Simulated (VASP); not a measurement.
## KBr: single point with r2SCAN

KBr:

```
CELL_PARAMETERS angstrom
0.00000 3.26889 3.26889
3.26889 0.00000 3.26889
3.26889 3.26889 0.00000
ATOMIC_POSITIONS crystal
K 0.00000 0.00000 0.00000
Br 0.50000 0.50000 0.50000
```

| Item | Value |
| --- | --- |
| Program | VASP 6.6.1 |
| Task | single point |
| Functional | r2SCAN |
| Potentials or basis | VASP PAW PBE potentials, release 64 (K_sv, Br) |
| Cutoff | 520 eV |
| k mesh | 6 × 6 × 6 |
| Occupations | gaussian, width 0.01 eV |
| Spin | no spin polarisation |
| Dipole correction | no |
| Further INCAR settings | ALGO = Normal; EDIFF = 1e-06; NBANDS = 15 |

```yaml
Pressure: 0.6 GPa
Band_gap_on_the_k_mesh: 5.16 eV
```

Levels at points of the mesh, in eV from the valence-band top:
| k point | band 5 | band 6 | band 7 | band 8 | band 9 | band 10 | band 11 | band 12 |
| --- | --- | --- | --- | --- | --- | --- | --- | --- |
| (0.00, 0.00, 0.00) | -11.53 | 0.00 | 0.00 | 0.00 | 5.16 | 8.24 | 8.24 | 8.24 |
| (0.50, 0.00, 0.00) | -11.27 | -1.22 | -0.35 | -0.35 | 7.20 | 8.98 | 10.61 | 10.61 |
| (0.50, 0.50, 0.00) | -11.57 | -0.85 | -0.30 | -0.30 | 6.32 | 8.14 | 10.25 | 10.30 |

Wall time 110 s on 1 thread of Intel Xeon 8259CL, on a shared host, peak memory 0.22 GiB.

Caveat: the PAW data sets were made with another functional, which shifts forces and pressure a little.
